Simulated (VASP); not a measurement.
# V (Im-3m) in VASP: further runs, part 2 of 2

VASP 6.6.1.

## 3. Single point, PBE, collinear spin, zero start

This run uses another cell than the first one, of 13.89 Å³/atom, 1.028 times its volume.

Input file INCAR:

```
ALGO = Normal
EDIFF = 1E-6
ENCUT = 520
GGA = PE
ISIF = 2
ISMEAR = -1
ISPIN = 2
LASPH = T
LCHARG = F
LMAXMIX = 4
LORBIT = 11
LREAL = F
LWAVE = F
MAGMOM = 0
NBANDS = 16
NELM = 150
NUPDOWN = 0.0
PREC = Accurate
SIGMA = 0.05
```

Input file KPOINTS:

```
k-points
0
Gamma
  10 10 10
```

Input file POSCAR:

```
V
1.0
   -1.5143500000      1.5143500000      1.5143500000
    1.5143500000     -1.5143500000      1.5143500000
    1.5143500000      1.5143500000     -1.5143500000
V
1
Direct
    0.0000000000      0.0000000000      0.0000000000
```

Potentials or basis: VASP PAW PBE potentials, release 64 (V_sv).

Run with:

```console
> cat potpaw_PBE.64/V_sv/POTCAR > POTCAR
> mpirun -np 1 vasp_std > vasp.out
```

OUTCAR:

```text
EDIFF = 1E-6
   ENCUT = 520
   GGA = PE
   ISIF = 2
   ISMEAR = -1
   ISPIN = 2
   LASPH = T
   LORBIT = 11
   LREAL = F
   NELM = 150
   NUPDOWN = 0.0
   PREC = Accurate

 ion  position               nearest neighbor table
   1  0.000  0.000  0.000-

  LATTYP: Found a body centered cubic cell.
 ALAT       =     3.0287000000

  Lattice vectors:

 A1 = (  -1.5143500000,   1.5143500000,   1.5143500000)
 A2 = (   1.5143500000,  -1.5143500000,   1.5143500000)
[... 1114 lines left out ...]
 [... further k-points ...]
[... 5 lines left out ...]
  --------------------------------------------------------------------------------------
  -------------------------------------------------------------------------------------
  Total       -0.3933776     -0.3933776     -0.3933776     -0.0000000      0.0000000      0.0000000
  in kB      -45.3713166    -45.3713166    -45.3713166     -0.0000000      0.0000000      0.0000000
  external PRESSURE =     -45.3713166 kB  Pullay stress =       0.0000000 kB

 VOLUME and BASIS-vectors are now :
 -----------------------------------------------------------------------------
  energy-cutoff  :      520.00
  volume of cell :       13.89
      direct lattice vectors                 reciprocal lattice vectors
    -1.514350000  1.514350000  1.514350000     0.000000000  0.330174662  0.330174662
     1.514350000 -1.514350000  1.514350000     0.330174662  0.000000000  0.330174662
     1.514350000  1.514350000 -1.514350000     0.330174662  0.330174662  0.000000000

 POSITION                                       TOTAL-FORCE (eV/Angst)
 -----------------------------------------------------------------------------------
      0.00000      0.00000      0.00000        -0.000000     -0.000000      0.000000
 -----------------------------------------------------------------------------------
    total drift:                                0.000000     -0.000000      0.000000

  FREE ENERGIE OF THE ION-ELECTRON SYSTEM (eV)
  ---------------------------------------------------
  free  energy   TOTEN  =        -8.9935568540 eV

  energy  without entropy=       -8.9795755917  energy(sigma->0) =       -8.98656622

 total charge

# of ion       s       p       d       tot
------------------------------------------
    1        2.333   6.219   3.040  11.592

 magnetization (x)

# of ion       s       p       d       tot
------------------------------------------
    1       -0.000  -0.000  -0.000  -0.000
```

OSZICAR:

```text
N       E                     dE             d eps       ncg     rms          rms(c)
DAV:   1     0.921462596561E+02    0.92146E+02   -0.64805E+03  3032   0.881E+02
DAV:   2    -0.881519934498E+01   -0.10096E+03   -0.96790E+02  3344   0.269E+02
DAV:   3    -0.104393114158E+02   -0.16241E+01   -0.16221E+01  3392   0.369E+01
DAV:   4    -0.104458655621E+02   -0.65541E-02   -0.65541E-02  3608   0.246E+00
DAV:   5    -0.104459236552E+02   -0.58093E-04   -0.58094E-04  3424   0.218E-01    0.176E+01
DAV:   6    -0.902120877185E+01    0.14247E+01   -0.16199E+00  3072   0.228E+01    0.138E+00
DAV:   7    -0.900262185688E+01    0.18587E-01   -0.21525E-02  3328   0.163E+00    0.844E-01
DAV:   8    -0.899349799484E+01    0.91239E-02   -0.45998E-03  3512   0.802E-01    0.689E-02
DAV:   9    -0.899355335418E+01   -0.55359E-04   -0.12694E-04  3248   0.131E-01    0.344E-02
DAV:  10    -0.899355629591E+01   -0.29417E-05   -0.75582E-06  3336   0.334E-02    0.468E-03
DAV:  11    -0.899355685399E+01   -0.55808E-06   -0.48369E-07  2232   0.115E-02
   1 F= -.89935569E+01 E0= -.89865662E+01  d E =-.139813E-01  mag=     0.0000
```

It took 23 s on 1 thread of Intel Xeon 8259CL, shared host; peak memory 0.14 GiB.

What came out:

```
Free energy                                           : -8.9936 eV
Pressure                                              : -4.5 GPa
Net moment                                            : 0.00 μB per cell
Valence electrons inside the program's atomic spheres : V 11.59
```

Caveat: the total moment is fixed, so each spin has its own Fermi level.

## 4. Single point, PBE, collinear spin, ferromagnetic start

This run uses another cell than the first one, of 13.89 Å³/atom, 1.028 times its volume.

Input file INCAR:

```
SYSTEM = V
PREC = Accurate ; ENCUT = 520
EDIFF = 1E-7 ; ISMEAR = -1
SIGMA = 0.05 ; LREAL = .FALSE.
LASPH = .TRUE. ; NELM = 150
ALGO = Normal ; ISIF = 2
LWAVE = .FALSE. ; LCHARG = .FALSE.
ISPIN = 2 ; MAGMOM = 0.5
LORBIT = 11 ; NUPDOWN = 0.5
LMAXMIX = 4 ; GGA = PE
NBANDS = 16
```

Input file KPOINTS:

```
Automatic mesh
0
G
  10 10 10
  0 0 0
```

POSCAR is that of step 3.

Run with:

```console
> cat potpaw_PBE.64/V_sv/POTCAR > POTCAR
> mpirun -np 1 vasp_std > vasp.out
```

It took 29 s on 1 thread of Intel Xeon 8259CL, shared host; peak memory 0.14 GiB.

It converged, with:

| Item | Value |
| --- | --- |
| Free energy | -8.9705 eV |
| Pressure | -4.4 GPa |
| Net moment | 0.50 μB per cell |
| Site moments | V +0.42 μB |
| Valence electrons inside the program's atomic spheres | V 11.60 |

Caveat: the total moment is fixed, so each spin has its own Fermi level.

## 5. Single point, PBE, collinear spin, ferromagnetic start

This run uses another cell than the first one, of 13.89 Å³/atom, 1.028 times its volume.

Input file INCAR:

```
PREC = Accurate
ENCUT = 520
EDIFF = 1E-6
ISMEAR = -1
SIGMA = 0.05
LREAL = False
LASPH = True
NELM = 150
ALGO = Normal
ISIF = 2
LWAVE = False
LCHARG = False
ISPIN = 2
MAGMOM = 1
LORBIT = 11
NUPDOWN = 1.0
LMAXMIX = 4
GGA = PE
NBANDS = 16
```

Input file KPOINTS:

```
regular mesh
0
Gamma
  10 10 10
```

POSCAR is that of step 4.

Run with:

```console
> cat potpaw_PBE.64/V_sv/POTCAR > POTCAR
> mpirun -np 1 vasp_std > vasp.out
```

It took 26 s on 1 thread of Intel Xeon 8259CL, shared host; peak memory 0.14 GiB.

Results (log left out):

* Free energy: -8.8534 eV
* Pressure: -0.4 GPa
* Net moment: 1.00 μB per cell
* Site moments: V +0.82 μB
* Valence electrons inside the program's atomic spheres: V 11.60

Caveat: the total moment is fixed, so each spin has its own Fermi level.

## 6. Single point, PBE, collinear spin, ferromagnetic start

This run uses another cell than the first one, of 13.89 Å³/atom, 1.028 times its volume.

Input file INCAR:

```
SYSTEM = V
PREC = Accurate ; ENCUT = 520
EDIFF = 1E-6 ; ISMEAR = -1
SIGMA = 0.05 ; LREAL = .FALSE.
LASPH = .TRUE. ; NELM = 150
ALGO = Normal ; ISIF = 2
LWAVE = .FALSE. ; LCHARG = .FALSE.
ISPIN = 2 ; MAGMOM = 1.5
LORBIT = 11 ; NUPDOWN = 1.5
LMAXMIX = 4 ; GGA = PE
NBANDS = 16
```

Input file KPOINTS:

```
regular mesh
0
G
  10 10 10
  0 0 0
```

POSCAR is that of step 5.

Potentials or basis: VASP PAW PBE potentials, release 64 (V_sv).

Run with:

```console
> cat potpaw_PBE.64/V_sv/POTCAR > POTCAR
> mpirun -np 1 vasp_std > vasp.out
```

Wall time 28 s (1 thread of Intel Xeon 8259CL, shared host); peak memory 0.14 GiB.

The run converged. Its results:

| Item | Value |
| --- | --- |
| Free energy | -8.5760 eV |
| Pressure | 6.3 GPa |
| Net moment | 1.50 μB per cell |
| Site moments | V +1.25 μB |
| Valence electrons inside the program's atomic spheres | V 11.61 |

Caveat: the total moment is fixed, so each spin has its own Fermi level.

## 7. Overview

```tsv
level	spin	fixed moment (μB)	cell	k mesh	grid for exact exchange (PRECFOCK)	pressure (GPa)	moment (μB)
B3LYP	collinear, ferromagnetic start	-	a = 2.599 Å, angles 109.5°, 1 atom	6 × 6 × 6	Normal	0.3	0.78
PBE	collinear, zero start	0.0	a = 2.623 Å, angles 109.5°, 1 atom	10 × 10 × 10	-	-4.5	0.00
PBE	collinear, ferromagnetic start	0.5	a = 2.623 Å, angles 109.5°, 1 atom	10 × 10 × 10	-	-4.4	0.50
PBE	collinear, ferromagnetic start	1.0	a = 2.623 Å, angles 109.5°, 1 atom	10 × 10 × 10	-	-0.4	1.00
PBE	collinear, ferromagnetic start	1.5	a = 2.623 Å, angles 109.5°, 1 atom	10 × 10 × 10	-	6.3	1.50
```

Alike in all rows: task single point; potentials or basis VASP PAW PBE potentials, release 64 (V_sv); cutoff (eV) 520; smearing fermi-dirac 0.05 eV.

Caveats: some runs use coarse meshes; the total moment is fixed, so each spin has its own Fermi level (some runs); the PAW data sets were made with another functional, which shifts forces and pressure a little (some runs).

Absolute energies hang on the potentials; compare differences alone.
